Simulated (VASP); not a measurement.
Input of a VASP 6.6.1 run:

Contents of INCAR:

```
SYSTEM = NaIr
PREC = Accurate
ENCUT = 520
EDIFF = 1E-6
ISMEAR = -1
SIGMA = 0.05
LREAL = .FALSE.
LASPH = .TRUE.
NELM = 80
ALGO = Normal
ISIF = 2
LWAVE = .FALSE.
LCHARG = .TRUE.
GGA = PE
LELF = .TRUE.
LVHAR = .TRUE.
NBANDS = 15
```

KPOINTS

```
Automatic mesh
0
G
  11 11 11
  0 0 0
```

File POSCAR:

```
NaIr
1.0
    3.2312637440      0.0000000000      0.0000000000
    0.0000000000      3.2312637440      0.0000000000
    0.0000000000      0.0000000000      3.2312637440
Na Ir
1 1
Direct
    0.0000000000      0.0000000000      0.0000000000
    0.5000000000      0.5000000000      0.5000000000
```

Potentials or basis: VASP PAW PBE potentials, release 64 (Na_pv, Ir).

Launch:

```bash
$ cat potpaw_PBE.64/Na_pv/POTCAR potpaw_PBE.64/Ir/POTCAR > POTCAR
$ mpirun -np 1 vasp_std > vasp.out
```

Q: Estimate the pressure.

A: 0.2 GPa.

Q: Estimate the band gap on the k mesh.

A: Zero (bands 8 and 9 overlap by 1.61 eV).

Caveat: spin-orbit coupling is left out, which moves the levels of the heavy elements.
